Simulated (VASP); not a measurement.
# ScAl2As3 (P1) in VASP: single point with PBEsol

Aim: the single point of ScAl2As3 with PBEsol.

Everything below comes from runs of VASP 6.6.1. Logs are shortened: lines on timing, memory, paths and dates and some standing lists are left out, and cuts for length are marked.

## Step 1: The cell of the first run

The typed cell holds 6 atoms: a = 3.957 Å, b = 3.957 Å, c = 10.127 Å, α = 78.69°, β = 101.30°, γ = 120.01°.

## Step 2: Single point, PBEsol

Contents of INCAR:

```
PREC = Accurate ; ENCUT = 520
EDIFF = 1E-6 ; ISMEAR = -1
SIGMA = 0.05 ; LREAL = False
LASPH = True ; NELM = 60
ALGO = Normal ; ISIF = 2
LWAVE = False ; LCHARG = True
GGA = PS ; LELF = True
LVHAR = True ; NBANDS = 25
```

Contents of KPOINTS:

```
regular mesh
0
Gamma
  6 6 2
```

Contents of POSCAR:

```
ScAl2As3
1.0
    3.9377925504      0.0080366708     -0.3895198923
   -1.9574960454      3.4171350240      0.3897820524
   -1.0006681303      0.5786460432     10.0606948331
Sc Al As
1 2 3
Direct
    0.4778280619      0.5400989531      0.6993664508
   -0.0895778599      0.1071596308      0.9954446489
    0.6876884168      0.3289439947      0.3282292387
   -0.0083696961      0.0249754867      0.2404601216
    0.7683240204      0.2496833561      0.5713909491
    0.2093143483      0.8082633785      0.8924250276
```

Potentials or basis: VASP PAW PBE potentials, release 64 (Sc_sv, Al, As).

On the command line:

```bash
$ cat potpaw_PBE.64/Sc_sv/POTCAR potpaw_PBE.64/Al/POTCAR potpaw_PBE.64/As/POTCAR > POTCAR
$ mpirun -np 1 vasp_std > vasp.out
```

OUTCAR:

```text
PREC = Accurate
   ENCUT = 520
   EDIFF = 1E-6
   ISMEAR = -1
   LREAL = False
   LASPH = True
   NELM = 60
   ISIF = 2
   GGA = PS

 ion  position               nearest neighbor table
   1  0.478  0.540  0.699-   5 2.61   5 2.61   5 2.61   6 2.97   6 2.97   6 2.98
   2  0.910  0.107  0.995-   4 2.42   6 2.50   6 2.50   6 2.50
   3  0.688  0.329  0.328-   5 2.40   4 2.44   4 2.44   4 2.44
   4  0.992  0.025  0.240-   2 2.42   3 2.44   3 2.44   3 2.44
   5  0.768  0.250  0.571-   3 2.40   1 2.61   1 2.61   1 2.61
   6  0.209  0.808  0.892-   2 2.50   2 2.50   2 2.50   1 2.97   1 2.97   1 2.98

  LATTYP: Found a triclinic cell.
 ALAT       =     3.9573390793
 B/A-ratio  =     0.9997714653
 C/A-ratio  =     2.5590130800
 COS(alpha) =     0.0000743756
 COS(beta)  =     0.1960697267
 COS(gamma) =     0.4999665940

  Lattice vectors:

 A1 = (   1.9574960454,  -3.4171350240,  -0.3897820524)
 A2 = (  -1.9802965050,  -3.4251716948,  -0.0002621601)
 A3 = (   1.0006681303,  -0.5786460432, -10.0606948331)

Analysis of symmetry for initial positions (statically):
=====================================================================
 Subroutine PRICEL returns:
 Original cell was already a primitive cell.

 Routine SETGRP: Setting up the symmetry group for a
 triclinic supercell.

 Subroutine GETGRP returns: Found  1 space group operations
 (whereof  1 operations were pure point group operations)
 out of a pool of  2 trial point group operations.

The static configuration has the point symmetry C_1 .

Analysis of symmetry for dynamics (positions and initial velocities):
=====================================================================
 Subroutine PRICEL returns:
 Original cell was already a primitive cell.

 Routine SETGRP: Setting up the symmetry group for a
 triclinic supercell.

 Subroutine GETGRP returns: Found  1 space group operations
 (whereof  1 operations were pure point group operations)
 out of a pool of  2 trial point group operations.

The dynamic configuration has the point symmetry C_1 .

 Subroutine INISYM returns: Found  1 space group operations
 (whereof  1 operations are pure point group operations),
 and found     1 'primitive' translations

----------------------------------------------------------------------------------------

                                     Primitive cell

  volume of cell :     133.7527

  direct lattice vectors                    reciprocal lattice vectors
     3.937792550  0.008036671 -0.389519892     0.255346005  0.144324069  0.017096638
    -1.957496045  3.417135024  0.389782052    -0.002289664  0.293281267 -0.017095960
    -1.000668130  0.578646043 10.060694833     0.009974939 -0.005774818  0.100720994

  length of vectors
     3.957019144  3.957339079 10.126882466     0.293808295  0.293788046  0.101378333

  position of ions in fractional coordinates (direct lattice)
     0.477828062  0.540098953  0.699366451
     0.910422140  0.107159631  0.995444649
     0.687688417  0.328943995  0.328229239
     0.991630304  0.024975487  0.240460122
     0.768324020  0.249683356  0.571390949
     0.209314348  0.808263379  0.892425028

  ion indices of the primitive-cell ions
   primitive index   ion index
                 1           1
                 2           2
                 3           3
                 4           4
                 5           5
                 6           6

----------------------------------------------------------------------------------------

 KPOINTS: regular mesh

Automatic generation of k-mesh.
 Grid dimensions read from file:
 generate k-points for:    6    6    2

 Generating k-lattice:

  Cartesian coordinates                     Fractional coordinates (reciprocal lattice)
     0.042557667  0.024054012  0.002849440     0.166666667 -0.000000000 -0.000000000
    -0.000381611  0.048880211 -0.002849327     0.000000000  0.166666667 -0.000000000
     0.004987470 -0.002887409  0.050360497     0.000000000 -0.000000000  0.500000000

  Length of vectors
     0.048968049  0.048964674  0.050689167

  Shift w.r.t. Gamma in fractional coordinates (k-lattice)
     0.000000000  0.000000000  0.000000000

 -----------------------------------------------------------------------------
|                                                                             |
|           W    W    AA    RRRRR   N    N  II  N    N   GGGG   !!!           |
|           W    W   A  A   R    R  NN   N  II  NN   N  G    G  !!!           |
|           W    W  A    A  R    R  N N  N  II  N N  N  G       !!!           |
|           W WW W  AAAAAA  RRRRR   N  N N  II  N  N N  G  GGG   !            |
|           WW  WW  A    A  R   R   N   NN  II  N   NN  G    G                |
|           W    W  A    A  R    R  N    N  II  N    N   GGGG   !!!           |
|                                                                             |
|     Your reciprocal lattice and k-lattice belong to different lattice       |
|     classes:                                                                |
|                                                                             |
|        The reciprocal lattice is triclinic,                                 |
|        whereas your k-lattice is base-centered monoclinic.                  |
|                                                                             |
|     Results are often still useful ...                                      |
|                                                                             |
 -----------------------------------------------------------------------------

 Subroutine IBZKPT returns following result:
 ===========================================

 Found     40 irreducible k-points:

 Following reciprocal coordinates:
            Coordinates               Weight
  0.000000  0.000000  0.000000      1.000000
  0.166667  0.000000 -0.000000      2.000000
  0.333333  0.000000  0.000000      2.000000
  0.500000  0.000000  0.000000      1.000000
  0.000000  0.166667  0.000000      2.000000
  0.166667  0.166667 -0.000000      2.000000
[... 16 lines left out ...]
  0.333333  0.000000  0.500000      2.000000
  0.500000  0.000000  0.500000      1.000000
 [... further k-points ...]
   k-points           NKPTS =     40   k-points in BZ     NKDIM =     40   number of bands    NBANDS=     25
   number of dos      NEDOS =    301   number of ions     NIONS =      6
   total plane-waves  NPLWV =  72000
   dimension x,y,z NGX =    30 NGY =   30 NGZ =   80
   dimension x,y,z NGXF=    60 NGYF=   60 NGZF=  160
   ions per type =               1   2   3
   NGX,Y,Z   is equivalent  to a cutoff of  12.60, 12.60, 13.13 a.u.
   NGXF,Y,Z  is equivalent  to a cutoff of  25.21, 25.21, 26.27 a.u.
 SYSTEM =  unknown system
   PREC   = accura    normal or accurate (medium, high low for compatibility)
   ISTART =      0    job   : 0-new  1-cont  2-samecut
   ICHARG =      2    charge: 1-file 2-atom 10-const
   ISPIN  =      1    spin polarized calculation?
   LNONCOLLINEAR =      F non collinear calculations
   LSORBIT =      F    spin-orbit coupling
   LASPH  =      T    aspherical Exc in radial PAW
   ENCUT  =  520.0 eV  38.22 Ry    6.18 a.u.   7.36  7.36 18.83*2*pi/ulx,y,z
   NELM   =     60;   NELMIN=  2; NELMDL= -5     # of ELM steps
   EDIFF  = 0.1E-05   stopping-criterion for ELM
   LREAL  =      F    real-space projection
   EDIFFG = 0.1E-04   stopping-criterion for IOM
   NSW    =      0    number of steps for IOM
   IBRION =     -1    ionic relax: 0-MD 1-quasi-New 2-CG
   NFREE  =      0    steps in history (QN), initial steepest desc. (CG)
   ISIF   =      2    stress and relaxation
   ISYM   =      2    0-nonsym 1-usesym 2-fastsym
   POTIM  = 0.5000    time-step for ionic-motion
   TEBEG  =    0.0;   TEEND  =   0.0 temperature during run
   PSTRESS=    0.0 pullay stress
   NELECT =      32.0000    total number of electrons
   NUPDOWN=      -1.0000    fix difference up-down
   EMIN   =  10.00;   EMAX   =-10.00  energy-range for DOS
   EFERMI =   0.00;   METHOD = LEGACY
   ISMEAR =    -1;   SIGMA  =   0.05  broadening in eV -4-tet -1-fermi 0-gaus
   EFERMI_NEDOS =   21; number of points for ismear=-14 and -15
   IALGO  =     38    algorithm
   IMIX   =      4    mixing-type and parameters
     AMIX     =   0.40;   BMIX     =  1.00
     AMIX_MAG =   1.60;   BMIX_MAG =  1.00
  volume/ion in A,a.u.               =      22.29       150.43
  Fermi-wavevector in a.u.,A,eV,Ry     =   1.016305  1.920538 14.053126  1.032876
  Thomas-Fermi vector in A             =   2.149641
   LORBIT       =      0    0 simple, 1 ext, 2 COOP (PROOUT), +10 PAW based schemes
   GGA     = PS    functional components
   LHFCALC =     F    Hartree Fock is set to
   AEXX    =    0.0000 exact exchange contribution
   IVDW    =     0    specifies the selected vdW correction
   LEPSILON=     F    determine dielectric tensor
   LRPA    =     F    only Hartree local field effects (RPA)
 non-spin polarized calculation
  energy-cutoff  :      520.00
  volume of cell :      133.75
 maximum number of plane-waves:      3654
 NGX is ok and might be reduce to    30
   NGX = 15   NGY = 15   NGZ = 37

 number of electron      31.9999997 magnetization

 Free energy of the ion-electron system (eV)
  ---------------------------------------------------
  ext. energy  EPLUGINS =         0.00000000
  ---------------------------------------------------
  free energy    TOTEN  =       -33.60858426 eV

  energy without entropy =      -33.60833395  energy(sigma->0) =      -33.60845910

 E-fermi :   4.4564     XC(G=0):  -9.5453

 val. band max:        4.2061651774   @ k =   0.0000   0.0000   0.0000
 cond. band min:       4.7338020652   @ k =   0.5000   0.0000   0.0000
 fundamental gap:      0.5276368878
 Fermi energy:         4.4564482720

 k-point     1 :       0.0000    0.0000    0.0000
  band No.  band energies     occupation
      1     -45.0707      2.00000
      2     -23.8732      2.00000
      3     -23.7484      2.00000
      4     -23.7482      2.00000
      5      -8.0826      2.00000
      6      -7.3154      2.00000
[... 17 lines left out ...]
     24       8.2124      0.00000
     25       8.6971      0.00000

 k-point     2 :       0.1667    0.0000   -0.0000
  band No.  band energies     occupation
      1     -45.0698      2.00000
      2     -23.8704      2.00000
      3     -23.7631      2.00000
      4     -23.7515      2.00000
      5      -7.8296      2.00000
      6      -7.1085      2.00000
[... 17 lines left out ...]
     24       8.3843      0.00000
     25       9.1799      0.00000

 k-point     3 :       0.3333    0.0000    0.0000
  band No.  band energies     occupation
      1     -45.0678      2.00000
      2     -23.8649      2.00000
      3     -23.7925      2.00000
      4     -23.7581      2.00000
      5      -7.1788      2.00000
      6      -6.6154      2.00000
[... 17 lines left out ...]
     24       8.5992      0.00000
     25       9.2456      0.00000

 k-point     4 :       0.5000    0.0000    0.0000
  band No.  band energies     occupation
      1     -45.0668      2.00000
      2     -23.8620      2.00000
      3     -23.8071      2.00000
      4     -23.7614      2.00000
      5      -6.6772      2.00000
      6      -6.3523      2.00000
[... 17 lines left out ...]
     24       8.1376      0.00000
     25       8.7974      0.00000
[... 477 lines left out ...]
 k-point    22 :       0.1667    0.0000    0.5000
  band No.  band energies     occupation
      1     -45.0698      2.00000
      2     -23.8704      2.00000
      3     -23.7631      2.00000
      4     -23.7515      2.00000
      5      -7.7801      2.00000
      6      -7.2221      2.00000
[... 17 lines left out ...]
     24       8.5235      0.00000
     25       9.1610      0.00000

 k-point    23 :       0.3333    0.0000    0.5000
  band No.  band energies     occupation
      1     -45.0678      2.00000
      2     -23.8648      2.00000
      3     -23.7925      2.00000
      4     -23.7581      2.00000
      5      -7.1508      2.00000
      6      -6.6726      2.00000
[... 17 lines left out ...]
     24       7.8770      0.00000
     25       8.8616      0.00000

 k-point    24 :       0.5000    0.0000    0.5000
  band No.  band energies     occupation
      1     -45.0668      2.00000
      2     -23.8620      2.00000
      3     -23.8071      2.00000
      4     -23.7614      2.00000
      5      -6.6755      2.00000
      6      -6.3513      2.00000
[... 17 lines left out ...]
     24       8.0049      0.00000
     25       8.6668      0.00000

 [... further k-points ...]
[... 5 lines left out ...]
  --------------------------------------------------------------------------------------
  -------------------------------------------------------------------------------------
  Total        0.2212521      0.2222952      0.2703841      0.0070661     -0.0035414      0.0090262
  in kB        2.6503032      2.6627976      3.2388382      0.0846429     -0.0424212      0.1081216
  external PRESSURE =       2.8506463 kB  Pullay stress =       0.0000000 kB

 VOLUME and BASIS-vectors are now :
 -----------------------------------------------------------------------------
  energy-cutoff  :      520.00
  volume of cell :      133.75
      direct lattice vectors                 reciprocal lattice vectors
     3.937792550  0.008036671 -0.389519892     0.255346005  0.144324069  0.017096638
    -1.957496045  3.417135024  0.389782052    -0.002289664  0.293281267 -0.017095960
    -1.000668130  0.578646043 10.060694833     0.009974939 -0.005774818  0.100720994

 POSITION                                       TOTAL-FORCE (eV/Angst)
 -----------------------------------------------------------------------------------
      0.12451      2.25412      7.06051         0.003769     -0.001948      0.022061
      2.37918      0.94951      9.70201        -0.001386      0.000386     -0.008217
      1.73562      1.31950      3.16256        -0.002615      0.001393     -0.006548
      3.61532      0.23246      2.04267         0.003218     -0.000489      0.004939
      1.96497      1.19001      5.54663        -0.002197      0.000369     -0.005976
     -1.65096      3.28003      9.21193        -0.000787      0.000288     -0.006259
 -----------------------------------------------------------------------------------
    total drift:                                0.000037      0.000026     -0.000157

  FREE ENERGIE OF THE ION-ELECTRON SYSTEM (eV)
  ---------------------------------------------------
  free  energy   TOTEN  =       -33.6085842564 eV

  energy  without entropy=      -33.6083339456  energy(sigma->0) =      -33.60845910
```

It took 5.3 min on 1 thread of Intel Xeon 8259CL, shared host; peak memory 0.33 GiB.

Results:

```
Free energy            : -33.6086 eV
Pressure               : 0.3 GPa
Largest force          : 0.022 eV/Å
Band gap on the k mesh : 0.53 eV (least direct gap 1.05 eV)
```

Forces on the atoms (eV/Å):
```
Sc   0.004 -0.002  0.022
Al  -0.001  0.000 -0.008
Al  -0.003  0.001 -0.007
As   0.003  0.000  0.005
As  -0.002  0.000 -0.006
As  -0.001  0.000 -0.006
```

Levels at points of the mesh, in eV from the valence-band top:
```
           k point  band 14  band 15  band 16  band 17  band 18  band 19
(0.00, 0.00, 0.00)    -0.30     0.00     0.00     1.45     1.64     1.64
(0.50, 0.00, 0.00)    -1.80    -1.73    -0.52     0.53     1.48     2.00
(0.00, 0.50, 0.00)    -1.80    -1.73    -0.52     0.53     1.48     2.00
(0.50, 0.50, 0.00)    -1.85    -1.24    -0.44     0.62     1.37     1.90
(0.00, 0.00, 0.50)    -0.65    -0.16    -0.16     1.40     1.64     1.64
(0.50, 0.00, 0.50)    -1.85    -1.25    -0.45     0.62     1.36     1.90
(0.00, 0.50, 0.50)    -1.85    -1.24    -0.44     0.62     1.36     1.90
(0.50, 0.50, 0.50)    -1.79    -1.73    -0.52     0.53     1.48     2.00
```

Caveat: semilocal functionals underestimate gaps, and a narrow one can read as zero; the PAW data sets were made with another functional, which shifts forces and pressure a little.
